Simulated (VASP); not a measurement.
Here is a VASP 6.6.1 calculation.

File INCAR:

```
PREC = Accurate
ENCUT = 520
EDIFF = 1E-6
ISMEAR = 1
SIGMA = 0.01
LREAL = False
LASPH = True
NELM = 150
ALGO = Normal
ISIF = 2
LWAVE = False
LCHARG = False
LMAXMIX = 4
LDAU = True
LDAUTYPE = 2
LDAUL = -1 2 -1
LDAUU = 0 1.34 0
LDAUJ = 0 0 0
LDAUPRINT = 1
GGA = PS
NBANDS = 34
```

File KPOINTS:

```
Automatic mesh
0
Gamma
  7 7 3
```

The input POSCAR:

```
Ge2Pd2C
1.0
    1.5730220000      2.7245510000      0.0000000000
   -1.5730220000      2.7245510000      0.0000000000
    0.0000000000      0.0000000000      7.9077860000
Ge Pd C
2 2 1
Direct
    0.3333000000      0.3334000000      0.8343000000
    0.6667000000      0.6666000000      0.1657000000
    0.3333000000      0.3334000000      0.3547500000
    0.6667000000      0.6666000000      0.6452500000
    0.0000000000      0.0000000000      0.5000000000
```

Potentials or basis: VASP PAW PBE potentials, release 64 (Ge_d, Pd, C).

The run is started by

```bash
$ cat potpaw_PBE.64/Ge_d/POTCAR potpaw_PBE.64/Pd/POTCAR potpaw_PBE.64/C/POTCAR > POTCAR
$ mpirun -np 1 vasp_std > vasp.out
```

(1) Predict the pressure.

(2) What does it give for the largest force?

(3) Estimate the band gap on the k mesh.

## Answers

(1) 25.9 GPa.

(2) 3.640 eV/Å.

(3) zero (band 26 reaches 11.53 eV, above the bottom of band 27 at 8.62 eV).

Caveat: the PAW data sets were made with another functional, which shifts forces and pressure a little; U without spin polarisation on a metal has little footing; the U is typed as a test and isn't derived for this compound.
